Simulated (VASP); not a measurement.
# Hf5AlN6 (P4/mmm) in VASP: notebook

Hf5AlN6 is run at these levels: PBE; tasks: single point.

Program: VASP 6.6.1. These are calculated values, not measurements. Logs are shortened: lines on timing, memory, paths and dates and some standing lists are left out, and cuts for length are marked.

**1. The cell of the first run**

It takes space group P4/mmm (No. 123, tetragonal). Conventional cell: a = 3.459 Å, b = 3.459 Å, c = 14.674 Å, α = 90.00°, β = 90.00°, γ = 90.00°. Within 3.2 Å of Hf (site symmetry 4mm) lie 6 N at 2.45 Å. Hf (site symmetry 4mm) has 6 N at 2.45 Å within 3.2 Å. Hf (site symmetry 4/mmm) has 6 N at 2.45 Å within 3.2 Å. Al (site symmetry 4/mmm) has 6 N at 2.45 Å within 3.2 Å. N (site symmetry 4/mmm) has 4 Al at 2.45 Å and 2 Hf at 2.45 Å within 3.2 Å. N (site symmetry 4mm) has 5 Hf at 2.45 Å and 1 Al at 2.45 Å within 3.2 Å. Within 3.2 Å of N (site symmetry 4mm) lie 6 Hf at 2.45 Å. Within 3.2 Å of N (site symmetry 4/mmm) lie 6 Hf at 2.45 Å.

**2. Single point, PBE**

INCAR reads:

```
SYSTEM = Hf5AlN6
ALGO = Normal ; EDIFF = 1E-6
ENCUT = 600 ; GGA = PE
GGA_COMPAT = .False. ; ISIF = 2
ISMEAR = 0 ; LASPH = .True.
LCHARG = .False. ; LREAL = .False.
LWAVE = .False. ; NBANDS = 54
NELM = 120 ; PREC = Accurate
SIGMA = 0.1
```

KPOINTS reads:

```
k-points
0
Gamma
  6 6 2
  0 0 0
```

POSCAR reads:

```
Hf5AlN6
1.0
    3.4585857300      0.0000000000      0.0000000000
    0.0000000000      3.4585857300      0.0000000000
    0.0000000000      0.0000000000     14.6735365200
Hf Al N
5 1 6
Direct
    0.0000000000      0.0000000000      0.8333333300
    0.0000000000      0.0000000000      0.1666666700
    0.5000000000      0.5000000000      0.3333333300
    0.0000000000      0.0000000000      0.5000000000
    0.5000000000      0.5000000000      0.6666666700
    0.5000000000      0.5000000000      0.0000000000
    0.0000000000      0.0000000000      0.0000000000
    0.5000000000      0.5000000000      0.1666666700
    0.0000000000      0.0000000000      0.3333333300
    0.5000000000      0.5000000000      0.5000000000
    0.0000000000      0.0000000000      0.6666666700
    0.5000000000      0.5000000000      0.8333333300
```

Potentials or basis: VASP PAW PBE potentials, release 64 (Hf_pv, Al, N).

On the command line:

```
$ cat potpaw_PBE.64/Hf_pv/POTCAR potpaw_PBE.64/Al/POTCAR potpaw_PBE.64/N/POTCAR > POTCAR
$ mpirun -np 1 vasp_std > vasp.out
```

OUTCAR:

```text
SYSTEM = Hf5AlN6
   EDIFF = 1E-6
   ENCUT = 600
   GGA = PE
   ISIF = 2
   ISMEAR = 0
   LASPH = .True.
   LREAL = .False.
   NELM = 120
   PREC = Accurate

 ion  position               nearest neighbor table
   1  0.000  0.000  0.833-  11 2.45  12 2.45  12 2.45  12 2.45  12 2.45   7 2.45   5 3.46   5 3.46
                             5 3.46   5 3.46   6 3.46   6 3.46   6 3.46   6 3.46
   2  0.000  0.000  0.167-   9 2.45   8 2.45   8 2.45   8 2.45   8 2.45   7 2.45   3 3.46   3 3.46
                             3 3.46   3 3.46   6 3.46   6 3.46   6 3.46   6 3.46
   3  0.500  0.500  0.333-   8 2.45   9 2.45   9 2.45   9 2.45   9 2.45  10 2.45   2 3.46   2 3.46
                             2 3.46   2 3.46   4 3.46   4 3.46   4 3.46   4 3.46
   4  0.000  0.000  0.500-  10 2.45  10 2.45  10 2.45  10 2.45  11 2.45   9 2.45   5 3.46   5 3.46
                             3 3.46   5 3.46   3 3.46   3 3.46   5 3.46   3 3.46
   5  0.500  0.500  0.667-  12 2.45  11 2.45  11 2.45  11 2.45  11 2.45  10 2.45   1 3.46   1 3.46
                             1 3.46   1 3.46   4 3.46   4 3.46   4 3.46   4 3.46
   6  0.500  0.500  0.000-   7 2.45   7 2.45   7 2.45   7 2.45  12 2.45   8 2.45   2 3.46   2 3.46
                             1 3.46   2 3.46   1 3.46   1 3.46   2 3.46   1 3.46
   7  0.000  0.000  0.000-   6 2.45   6 2.45   6 2.45   6 2.45   1 2.45   2 2.45
   8  0.500  0.500  0.167-   3 2.45   2 2.45   2 2.45   2 2.45   2 2.45   6 2.45
   9  0.000  0.000  0.333-   2 2.45   3 2.45   3 2.45   3 2.45   3 2.45   4 2.45
  10  0.500  0.500  0.500-   4 2.45   4 2.45   4 2.45   4 2.45   5 2.45   3 2.45
  11  0.000  0.000  0.667-   1 2.45   5 2.45   5 2.45   5 2.45   5 2.45   4 2.45
  12  0.500  0.500  0.833-   5 2.45   1 2.45   1 2.45   1 2.45   1 2.45   6 2.45

  LATTYP: Found a simple tetragonal cell.
 ALAT       =     3.4585857300
 C/A-ratio  =     4.2426406819

  Lattice vectors:

 A1 = (   3.4585857300,   0.0000000000,   0.0000000000)
 A2 = (   0.0000000000,   3.4585857300,   0.0000000000)
 A3 = (   0.0000000000,   0.0000000000,  14.6735365200)

Analysis of symmetry for initial positions (statically):
=====================================================================
 Subroutine PRICEL returns:
 Original cell was already a primitive cell.

 Routine SETGRP: Setting up the symmetry group for a
 simple tetragonal supercell.

 Subroutine GETGRP returns: Found 16 space group operations
 (whereof 16 operations were pure point group operations)
 out of a pool of 16 trial point group operations.

The static configuration has the point symmetry D_4h.

Analysis of symmetry for dynamics (positions and initial velocities):
=====================================================================
 Subroutine PRICEL returns:
 Original cell was already a primitive cell.

[... 140 lines left out ...]
   IMIX   =      4    mixing-type and parameters
     AMIX     =   0.40;   BMIX     =  1.00
     AMIX_MAG =   1.60;   BMIX_MAG =  1.00
  volume/ion in A,a.u.               =      14.63        98.71
  Fermi-wavevector in a.u.,A,eV,Ry     =   1.275431  2.410215 22.132920  1.626724
  Thomas-Fermi vector in A             =   2.408143
   LORBIT       =      0    0 simple, 1 ext, 2 COOP (PROOUT), +10 PAW based schemes
   GGA     = PE    functional components
   LHFCALC =     F    Hartree Fock is set to
   AEXX    =    0.0000 exact exchange contribution
   IVDW    =     0    specifies the selected vdW correction
   LEPSILON=     F    determine dielectric tensor
   LRPA    =     F    only Hartree local field effects (RPA)
 non-spin polarized calculation
 Gauss-broadening in eV      SIGMA  =   0.10
  energy-cutoff  :      600.00
  volume of cell :      175.52
 maximum number of plane-waves:      5900
 NGX is ok and might be reduce to    28
   NGX = 13   NGY = 13   NGZ = 59

 number of electron      83.0000001 magnetization

 Free energy of the ion-electron system (eV)
  ---------------------------------------------------
  ext. energy  EPLUGINS =         0.00000000
  ---------------------------------------------------
  free energy    TOTEN  =      -116.34504601 eV

  energy without entropy =     -116.32869926  energy(sigma->0) =     -116.33687264

 E-fermi :   6.2495     XC(G=0): -11.2567

 val. band max:        6.2310834502   @ k =   0.3333   0.1667   0.5000
 cond. band min:       6.3752839131   @ k =   0.0000   0.0000   0.0000
 fundamental gap:      0.1442004629
 Fermi energy:         6.2494591713

 k-point     1 :       0.0000    0.0000    0.0000
  band No.  band energies     occupation
      1     -26.0764      2.00000
      2     -26.0590      2.00000
      3     -26.0011      2.00000
      4     -25.9155      2.00000
      5     -25.9155      2.00000
      6     -25.9095      2.00000
[... 1109 lines left out ...]
     52       9.7002      0.00000
     53       9.7164      0.00000
 [bands above 53 left out]

------------------------ aborting loop because EDIFF is reached ----------------------------------------

  FORCE on cell =-STRESS in cart. coord.  units (eV):
  Direction    XX          YY          ZZ          XY          YZ          ZX
  --------------------------------------------------------------------------------------
  -------------------------------------------------------------------------------------
  Total      -41.3806553    -41.3806553    -38.8624128      0.0000000      0.0000000      0.0000000
  in kB     -377.7252862   -377.7252862   -354.7386056      0.0000000      0.0000000      0.0000000
  external PRESSURE =    -370.0630593 kB  Pullay stress =       0.0000000 kB

 VOLUME and BASIS-vectors are now :
 -----------------------------------------------------------------------------
  energy-cutoff  :      600.00
  volume of cell :      175.52
      direct lattice vectors                 reciprocal lattice vectors
     3.458585730  0.000000000  0.000000000     0.289135525  0.000000000  0.000000000
     0.000000000  3.458585730  0.000000000     0.000000000  0.289135525  0.000000000
     0.000000000  0.000000000 14.673536520     0.000000000  0.000000000  0.068149897

 POSITION                                       TOTAL-FORCE (eV/Angst)
 -----------------------------------------------------------------------------------
      0.00000      0.00000     12.22795         0.000000      0.000000     -0.379155
      0.00000      0.00000      2.44559        -0.000000      0.000000      0.379155
      1.72929      1.72929      4.89118         0.000000     -0.000000      0.138266
      0.00000      0.00000      7.33677         0.000000      0.000000     -0.000000
      1.72929      1.72929      9.78236         0.000000     -0.000000     -0.138266
      1.72929      1.72929      0.00000         0.000000      0.000000     -0.000000
      0.00000      0.00000      0.00000         0.000000      0.000000     -0.000000
      1.72929      1.72929      2.44559         0.000000     -0.000000     -0.230951
      0.00000      0.00000      4.89118        -0.000000      0.000000      0.005430
      1.72929      1.72929      7.33677         0.000000      0.000000     -0.000000
      0.00000      0.00000      9.78236         0.000000      0.000000     -0.005430
      1.72929      1.72929     12.22795         0.000000      0.000000      0.230951
 -----------------------------------------------------------------------------------
    total drift:                                0.000000      0.000000      0.000000

  FREE ENERGIE OF THE ION-ELECTRON SYSTEM (eV)
  ---------------------------------------------------
  free  energy   TOTEN  =      -116.3450460149 eV

  energy  without entropy=     -116.3286992616  energy(sigma->0) =     -116.33687264
```

OSZICAR:

```text
N       E                     dE             d eps       ncg     rms          rms(c)
DAV:   1     0.436735260375E+03    0.43674E+03   -0.47273E+04  2160   0.164E+03
DAV:   2    -0.952545756381E+02   -0.53199E+03   -0.51003E+03  2640   0.394E+02
DAV:   3    -0.133698637008E+03   -0.38444E+02   -0.37720E+02  2768   0.870E+01
DAV:   4    -0.134615488330E+03   -0.91685E+00   -0.90648E+00  2752   0.140E+01
[... 19 lines left out ...]
DAV:  24    -0.116345046017E+03    0.35235E-03   -0.22563E-03  2764   0.176E-01    0.105E-01
DAV:  25    -0.116345048058E+03   -0.20417E-05   -0.22462E-04  2712   0.617E-02    0.346E-02
DAV:  26    -0.116345047758E+03    0.29976E-06   -0.34740E-05  2768   0.234E-02    0.541E-02
DAV:  27    -0.116345046589E+03    0.11693E-05   -0.17485E-05  2554   0.187E-02    0.260E-02
DAV:  28    -0.116345046015E+03    0.57435E-06   -0.17538E-06  1888   0.561E-03
   1 F= -.11634505E+03 E0= -.11633687E+03  d E =-.163468E-01
```

Run time: 12 min. Hardware: 1 thread of Oxide Virtual Turin-like, shared host; peak memory 0.38 GiB.

Results:

* Free energy: -116.3450 eV
* Pressure: -37.0 GPa
* Largest force: 0.379 eV/Å
* Band gap on the k mesh: zero (an odd number of electrons rules out a gap without spin polarisation)

Forces in eV/Å, atoms in the order of the input:
```
Hf   0.000  0.000 -0.379
Hf   0.000  0.000  0.379
Hf   0.000  0.000  0.138
Hf   0.000  0.000  0.000
Hf   0.000  0.000 -0.138
Al   0.000  0.000  0.000
N    0.000  0.000  0.000
N    0.000  0.000 -0.231
N    0.000  0.000  0.005
N    0.000  0.000  0.000
N    0.000  0.000 -0.005
N    0.000  0.000  0.231
```

Caveat: the cell stands under tension; spin-orbit coupling is left out, which moves the levels of the heavy elements; an odd number of electrons without spin polarisation forces a metal; a magnetic or distorted state may lie lower.

(Continued in part 2 of 2.)

The gap in the log of VASP goes by the Fermi energy; the results here count the filled bands.